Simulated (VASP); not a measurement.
# HfH2 (I4/mmm) in VASP: a series of runs, part 2 of 2

VASP 6.6.1. The steps go on from the part before.

## Step 4: Single point, PBEsol

Contents of INCAR:

```
SYSTEM = HfH2
PREC = Accurate ; ENCUT = 520
EDIFF = 1E-6 ; ISMEAR = 0
SIGMA = 0.1 ; LREAL = .FALSE.
LASPH = .TRUE. ; NELM = 100
ALGO = Normal ; ISIF = 2
LWAVE = .FALSE. ; LCHARG = .FALSE.
GGA = PS ; NBANDS = 13
```

Contents of KPOINTS:

```
regular mesh
0
G
  16 16 16
  0 0 0
```

Contents of POSCAR:

```
HfH2
1.0
   -1.7321345774      1.7321345774      2.1188358270
    1.7321345774     -1.7321345774      2.1188358270
    1.7321345774      1.7321345774     -2.1188358270
Hf H
1 2
Direct
    0.0000000000      0.0000000000      0.0000000000
    0.7500000000      0.2500000000      0.5000000000
    0.2500000000      0.7500000000      0.5000000000
```

Potentials or basis: VASP PAW PBE potentials, release 64 (Hf_pv, H).

Started as:

```sh
$ cat potpaw_PBE.64/Hf_pv/POTCAR potpaw_PBE.64/H/POTCAR > POTCAR
$ mpirun -np 1 vasp_std > vasp.out
```

OUTCAR:

```text
SYSTEM = HfH2
   PREC = Accurate
   ENCUT = 520
   EDIFF = 1E-6
   ISMEAR = 0
   LREAL = .FALSE.
   LASPH = .TRUE.
   NELM = 100
   ISIF = 2
   GGA = PS

 ion  position               nearest neighbor table
   1  0.000  0.000  0.000-   2 2.03   3 2.03   2 2.03   3 2.03   2 2.03   3 2.03   2 2.03   3 2.03

   2  0.750  0.250  0.500-   1 2.03   1 2.03   1 2.03   1 2.03
   3  0.250  0.750  0.500-   1 2.03   1 2.03   1 2.03   1 2.03

  LATTYP: Found a body centered tetragonal cell.
 ALAT       =     3.4642691548
 C/A-ratio  =     1.2232512731

  Lattice vectors:

 A1 = (  -1.7321345774,   1.7321345774,   2.1188358270)
 A2 = (   1.7321345774,  -1.7321345774,   2.1188358270)
 A3 = (   1.7321345774,   1.7321345774,  -2.1188358270)

Analysis of symmetry for initial positions (statically):
=====================================================================
 Subroutine PRICEL returns:
 Original cell was already a primitive cell.

 Routine SETGRP: Setting up the symmetry group for a
 body centered tetragonal supercell.

 Subroutine GETGRP returns: Found 16 space group operations
 (whereof 16 operations were pure point group operations)
 out of a pool of 16 trial point group operations.

The static configuration has the point symmetry D_4h.

Analysis of symmetry for dynamics (positions and initial velocities):
=====================================================================
 Subroutine PRICEL returns:
 Original cell was already a primitive cell.

 Routine SETGRP: Setting up the symmetry group for a
 body centered tetragonal supercell.

 Subroutine GETGRP returns: Found 16 space group operations
 (whereof 16 operations were pure point group operations)
 out of a pool of 16 trial point group operations.

The dynamic configuration has the point symmetry D_4h.

 Subroutine INISYM returns: Found 16 space group operations
 (whereof 16 operations are pure point group operations),
 and found     1 'primitive' translations

----------------------------------------------------------------------------------------

                                     Primitive cell

  volume of cell :      25.4285

  direct lattice vectors                    reciprocal lattice vectors
    -1.732134577  1.732134577  2.118835827     0.000000000  0.288661174  0.235978641
     1.732134577 -1.732134577  2.118835827     0.288661174  0.000000000  0.235978641
     1.732134577  1.732134577 -2.118835827     0.288661174  0.288661174  0.000000000

  length of vectors
     3.238833995  3.238833995  3.238833995     0.372842048  0.372842048  0.408228547

  position of ions in fractional coordinates (direct lattice)
     0.000000000  0.000000000  0.000000000
     0.750000000  0.250000000  0.500000000
     0.250000000  0.750000000  0.500000000

  ion indices of the primitive-cell ions
   primitive index   ion index
                 1           1
                 2           2
                 3           3

----------------------------------------------------------------------------------------

 KPOINTS: regular mesh

Automatic generation of k-mesh.
 Grid dimensions read from file:
 generate k-points for:   16   16   16

[... 22 lines left out ...]
  0.125000  0.000000  0.000000      8.000000
  0.187500  0.000000  0.000000      8.000000
  0.250000  0.000000  0.000000      8.000000
  0.312500  0.000000  0.000000      8.000000
[... 16 lines left out ...]
 -0.125000  0.062500  0.000000     16.000000
 -0.062500  0.062500  0.000000      4.000000
 [... further k-points ...]
   k-points           NKPTS =    349   k-points in BZ     NKDIM =    349   number of bands    NBANDS=     13
   number of dos      NEDOS =    301   number of ions     NIONS =      3
   total plane-waves  NPLWV =  13824
   dimension x,y,z NGX =    24 NGY =   24 NGZ =   24
   dimension x,y,z NGXF=    48 NGYF=   48 NGZF=   48
   ions per type =               1   2
   NGX,Y,Z   is equivalent  to a cutoff of  12.32, 12.32, 12.32 a.u.
   NGXF,Y,Z  is equivalent  to a cutoff of  24.64, 24.64, 24.64 a.u.
 SYSTEM =  HfH2
   PREC   = accura    normal or accurate (medium, high low for compatibility)
   ISTART =      0    job   : 0-new  1-cont  2-samecut
   ICHARG =      2    charge: 1-file 2-atom 10-const
   ISPIN  =      1    spin polarized calculation?
   LNONCOLLINEAR =      F non collinear calculations
   LSORBIT =      F    spin-orbit coupling
   LASPH  =      T    aspherical Exc in radial PAW
   ENCUT  =  520.0 eV  38.22 Ry    6.18 a.u.   6.02  6.02  6.02*2*pi/ulx,y,z
   NELM   =    100;   NELMIN=  2; NELMDL= -5     # of ELM steps
   EDIFF  = 0.1E-05   stopping-criterion for ELM
   LREAL  =      F    real-space projection
   EDIFFG = 0.1E-04   stopping-criterion for IOM
   NSW    =      0    number of steps for IOM
   IBRION =     -1    ionic relax: 0-MD 1-quasi-New 2-CG
   NFREE  =      0    steps in history (QN), initial steepest desc. (CG)
   ISIF   =      2    stress and relaxation
   ISYM   =      2    0-nonsym 1-usesym 2-fastsym
   POTIM  = 0.5000    time-step for ionic-motion
   TEBEG  =    0.0;   TEEND  =   0.0 temperature during run
   PSTRESS=    0.0 pullay stress
   NELECT =      12.0000    total number of electrons
   NUPDOWN=      -1.0000    fix difference up-down
   EMIN   =  10.00;   EMAX   =-10.00  energy-range for DOS
   EFERMI =   0.00;   METHOD = LEGACY
   ISMEAR =     0;   SIGMA  =   0.10  broadening in eV -4-tet -1-fermi 0-gaus
   EFERMI_NEDOS =   21; number of points for ismear=-14 and -15
   IALGO  =     38    algorithm
   IMIX   =      4    mixing-type and parameters
     AMIX     =   0.40;   BMIX     =  1.00
     AMIX_MAG =   1.60;   BMIX_MAG =  1.00
  volume/ion in A,a.u.               =       8.48        57.20
  Fermi-wavevector in a.u.,A,eV,Ry     =   1.274564  2.408577 22.102854  1.624514
  Thomas-Fermi vector in A             =   2.407325
   LORBIT       =      0    0 simple, 1 ext, 2 COOP (PROOUT), +10 PAW based schemes
   GGA     = PS    functional components
   LHFCALC =     F    Hartree Fock is set to
   AEXX    =    0.0000 exact exchange contribution
   IVDW    =     0    specifies the selected vdW correction
   LEPSILON=     F    determine dielectric tensor
   LRPA    =     F    only Hartree local field effects (RPA)
 non-spin polarized calculation
 Gauss-broadening in eV      SIGMA  =   0.10
  energy-cutoff  :      520.00
  volume of cell :       25.43
 maximum number of plane-waves:       720
   NGX = 11   NGY = 11   NGZ = 11

 number of electron      12.0000001 magnetization

 Free energy of the ion-electron system (eV)
  ---------------------------------------------------
  ext. energy  EPLUGINS =         0.00000000
  ---------------------------------------------------
  free energy    TOTEN  =       -18.79074909 eV

  energy without entropy =      -18.78816171  energy(sigma->0) =      -18.78945540

 E-fermi :   5.4752     XC(G=0): -11.6993

 val. band max:        5.4599320797   @ k =  -0.1250   0.1250   0.0000
 cond. band min:       5.4821710827   @ k =  -0.1875   0.4375   0.1875
 fundamental gap:      0.0222390030
 Fermi energy:         5.4752464141

 k-point     1 :       0.0000    0.0000    0.0000
  band No.  band energies     occupation
      1     -25.3345      2.00000
      2     -25.3345      2.00000
      3     -25.2705      2.00000
      4      -5.9958      2.00000
      5       4.3126      2.00000
      6       4.9749      2.00000
      7       4.9749      2.00000
      8       5.9374      0.00000
      9       7.2214      0.00000
     10       8.7830      0.00000
     11      17.3070      0.00000
     12      17.3070      0.00000
     13      17.3560      0.00000
[... 354 lines left out ...]
  band No.  band energies     occupation
      1     -25.3613      2.00000
      2     -25.3384      2.00000
      3     -25.2798      2.00000
      4      -5.8561      2.00000
      5       3.2710      2.00000
      6       5.0968      2.00000
      7       5.9972      0.00000
      8       6.1685      0.00000
      9       7.0835      0.00000
     10       8.6566      0.00000
     11      16.4372      0.00000
     12      17.4470      0.00000
     13      18.0451      0.00000

 [... further k-points ...]
[... 5 lines left out ...]
  --------------------------------------------------------------------------------------
  -------------------------------------------------------------------------------------
  Total       -0.1031975     -0.1031975     -0.0967317      0.0000000      0.0000000     -0.0000000
  in kB       -6.5021835     -6.5021835     -6.0947894      0.0000000      0.0000000     -0.0000000
  external PRESSURE =      -6.3663855 kB  Pullay stress =       0.0000000 kB

 VOLUME and BASIS-vectors are now :
 -----------------------------------------------------------------------------
  energy-cutoff  :      520.00
  volume of cell :       25.43
      direct lattice vectors                 reciprocal lattice vectors
    -1.732134577  1.732134577  2.118835827     0.000000000  0.288661174  0.235978641
     1.732134577 -1.732134577  2.118835827     0.288661174  0.000000000  0.235978641
     1.732134577  1.732134577 -2.118835827     0.288661174  0.288661174  0.000000000

 POSITION                                       TOTAL-FORCE (eV/Angst)
 -----------------------------------------------------------------------------------
      0.00000      0.00000      0.00000         0.000000      0.000000      0.000000
      0.00000      1.73213      1.05942        -0.000000     -0.000000      0.000000
      1.73213      0.00000      1.05942        -0.000000     -0.000000     -0.000000
 -----------------------------------------------------------------------------------
    total drift:                                0.000000      0.000000      0.000000

  FREE ENERGIE OF THE ION-ELECTRON SYSTEM (eV)
  ---------------------------------------------------
  free  energy   TOTEN  =       -18.7907490895 eV

  energy  without entropy=      -18.7881617085  energy(sigma->0) =      -18.78945540
```

stdout:

```text
POSCAR found type information on POSCAR HfH
 POSCAR found :  2 types and       3 ions
 scaLAPACK will be used
 -----------------------------------------------------------------------------
|                                                                             |
|                                                                             |
|     You enforced a specific xc type in the INCAR file but a different       |
|     I HOPE YOU KNOW WHAT YOU ARE DOING!                                     |
|                                                                             |
 -----------------------------------------------------------------------------

 LDA part: xc-table for (Slater+PW92), standard interpolation
 POSCAR, INCAR and KPOINTS ok, starting setup
 FFT: planning ... GRIDC
 FFT: planning ... GRID_SOFT
 FFT: planning ... GRID
 WAVECAR not read
 entering main loop
```

Run time: 53 s. Hardware: 1 thread of Intel Xeon Platinum 8259CL at 2.50GHz (Skylake/Cascade Lake), shared host; peak memory 0.23 GiB.

Results:

- Free energy: -18.7907 eV
- Pressure: -0.6 GPa
- Band gap on the k mesh: zero (band 6 reaches 6.17 eV, above the bottom of band 7 at 4.96 eV)

Levels at points of the mesh, in eV from the Fermi level:
| k point | band 3 | band 4 | band 5 | band 6 | band 7 | band 8 | band 9 | band 10 |
| --- | --- | --- | --- | --- | --- | --- | --- | --- |
| (0.00, 0.00, 0.00) | -30.75 | -11.47 | -1.16 | -0.50 | -0.50 | 0.46 | 1.75 | 3.31 |
| (0.50, 0.00, 0.00) | -30.80 | -8.54 | -5.16 | -0.98 | 0.75 | 3.82 | 4.61 | 5.14 |
| (0.50, 0.50, 0.00) | -30.91 | -6.64 | -5.81 | -4.29 | 3.96 | 4.17 | 5.59 | 6.54 |
| (0.50, 0.50, 0.50) | -31.12 | -7.98 | -4.06 | -3.92 | 4.79 | 4.89 | 4.89 | 5.60 |

Caveat: the PAW data sets were made with another functional, which shifts forces and pressure a little; spin-orbit coupling is left out, which moves the levels of the heavy elements.

## Step 5: Overview

| task | cell | cutoff (eV) | smearing | gap on the mesh (eV) | pressure (GPa) |
| --- | --- | --- | --- | --- | --- |
| single point | a = 3.243 Å, angles 115.6, 115.6, 97.8°, 3 atoms | 520 | fermi-dirac 0.15 eV | none | -0.6 |
| relaxation of cell and atoms | relaxed from a = 3.239 Å, angles 115.3, 115.3, 98.3°, 3 atoms | 600 | fermi-dirac 0.15 eV | none | 0.0 |
| single point | a = 3.239 Å, angles 115.3, 115.3, 98.3°, 3 atoms | 520 | gaussian 0.1 eV | none | -0.6 |

Alike in all rows: level PBEsol; potentials or basis VASP PAW PBE potentials, release 64 (Hf_pv, H); no spin polarisation; k mesh 16 × 16 × 16.

Caveats: the PAW data sets were made with another functional, which shifts forces and pressure a little; spin-orbit coupling is left out, which moves the levels of the heavy elements.

Absolute energies hang on the potentials; compare differences alone.
